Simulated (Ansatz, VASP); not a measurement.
Two plane-wave programs on Si4O7

Contents of INCAR:

```
  ALGO = Normal
  EDIFF = 1E-7
  ENCUT = 520
  GGA = PE
  ISIF = 2
  ISMEAR = 0
  LASPH = True
  LCHARG = True
  LELF = True
  LREAL = Auto
  LVHAR = True
  LWAVE = False
  NBANDS = 75
  NELM = 100
  PREC = Accurate
  SIGMA = 0.02
```

The input KPOINTS:

```
k-points
0
Gamma
  3 3 3
```

Contents of POSCAR:

```
Si4O7
1.0
    7.3002710000     -0.3651120000     -0.1357970000
   -0.3671170000      7.7114090000      0.3288980000
   -0.1332320000      0.3286300000      6.9565880000
Si O
8 14
Direct
    0.4396426789      0.1005022785      0.1983261489
    0.5093681859      0.1814888897      0.6158639404
    0.7078164929      0.6602320964      0.8892984787
    0.2933825260      0.2693865621      0.8244475792
    0.0277520818      0.5345698844      0.6473231097
    0.1672152765      0.7685277870      0.3452935755
    0.7481661746      0.9860254827      0.9202431614
    0.9105071547      0.5912774565      0.2628985520
    0.1985921169      0.6760134771      0.5661584749
    0.3044023542      0.0959905322      0.6996974398
    0.7439598513      0.5544564307      0.1097517807
    0.5146536670      0.2065957975      0.3824411133
    0.1316940254      0.6066559170      0.1979134966
    0.1142700982      0.3737484982      0.7764565825
    0.8936954208      0.6254234777      0.7781367054
    0.6070651295      0.0436066836      0.0796801085
    0.3105262316      0.2221887272      0.0568351348
    0.9419307764      0.7979862012      0.3295760903
    0.4912068262      0.3637297870      0.7276385108
    0.3184553519      0.9243716962      0.2852975453
    0.8989740813      0.4603690558      0.4641251097
    0.6794663328      0.0761977054      0.7050295079
```

Input for Ansatz:

```yaml
crystal:
  lattice:
    - [7.300271, -0.365112, -0.135797]
    - [-0.367117, 7.711409, 0.328898]
    - [-0.133232, 0.32863, 6.956588]
  atoms:
    - { symbol: Si, position: [0.4396426789, 0.1005022785, 0.1983261489] }
    - { symbol: Si, position: [0.5093681859, 0.1814888897, 0.6158639404] }
    - { symbol: Si, position: [0.7078164929, 0.6602320964, 0.8892984787] }
    - { symbol: Si, position: [0.293382526, 0.2693865621, 0.8244475792] }
    - { symbol: Si, position: [0.0277520818, 0.5345698844, 0.6473231097] }
    - { symbol: Si, position: [0.1672152765, 0.768527787, 0.3452935755] }
    - { symbol: Si, position: [0.7481661746, 0.9860254827, 0.9202431614] }
    - { symbol: Si, position: [0.9105071547, 0.5912774565, 0.262898552] }
    - { symbol: O, position: [0.1985921169, 0.6760134771, 0.5661584749] }
    - { symbol: O, position: [0.3044023542, 0.0959905322, 0.6996974398] }
    - { symbol: O, position: [0.7439598513, 0.5544564307, 0.1097517807] }
    - { symbol: O, position: [0.514653667, 0.2065957975, 0.3824411133] }
    - { symbol: O, position: [0.1316940254, 0.606655917, 0.1979134966] }
    - { symbol: O, position: [0.1142700982, 0.3737484982, 0.7764565825] }
    - { symbol: O, position: [0.8936954208, 0.6254234777, 0.7781367054] }
    - { symbol: O, position: [0.6070651295, 0.0436066836, 0.0796801085] }
    - { symbol: O, position: [0.3105262316, 0.2221887272, 0.0568351348] }
    - { symbol: O, position: [0.9419307764, 0.7979862012, 0.3295760903] }
    - { symbol: O, position: [0.4912068262, 0.363729787, 0.7276385108] }
    - { symbol: O, position: [0.3184553519, 0.9243716962, 0.2852975453] }
    - { symbol: O, position: [0.8989740813, 0.4603690558, 0.4641251097] }
    - { symbol: O, position: [0.6794663328, 0.0761977054, 0.7050295079] }
basis:
  ecutwfc: 420
kpoints:
  mp_grid: { grid: [3, 3, 3] }
hamiltonian:
  xc: pbe
scf:
  occupations: { method: gaussian, width: 0.02 }
  n_extra_bands: 11
output:
  forces: true
  stress: true
  eigenvalues: true
  populations: true
  dos:
    method: { smearing: { sigma: 0.1, scheme: gaussian } }
    projected: true
    de: 0.02
  write_density: true
  write_potential: true
  elf: true
  volumetric_format: npy
```

Alike in both runs: task single point; functional PBE; k mesh 3 × 3 × 3; occupations gaussian, width 0.02 eV; no spin polarisation.

|  | VASP | Ansatz |
| --- | --- | --- |
| version | VASP 6.6.1 | Ansatz 0.2.0 |
| potentials or method | VASP PAW PBE potentials, release 64 (Si, O), cutoff 520 eV | scalar-relativistic, plane waves, PAW |
| valence electrons in the cell | 116 | 116 |

VASP gave:

* gap on the k mesh at the Fermi level (eV): 2.05
* least direct gap on the mesh (eV): 2.05
* rms of the force components (eV/Å): 0.038

Problem. Which values does Ansatz return?

Solution. gap on the k mesh at the Fermi level (eV): 2.04; least direct gap on the mesh (eV): 2.04; rms of the force components (eV/Å): 0.007.

Atom by atom the forces differ by 0.038 eV/Å (rms over components). The functional is the same, so the differences come from potentials, cutoffs and numerics. Ansatz's warnings: xc potential rough in thin density.
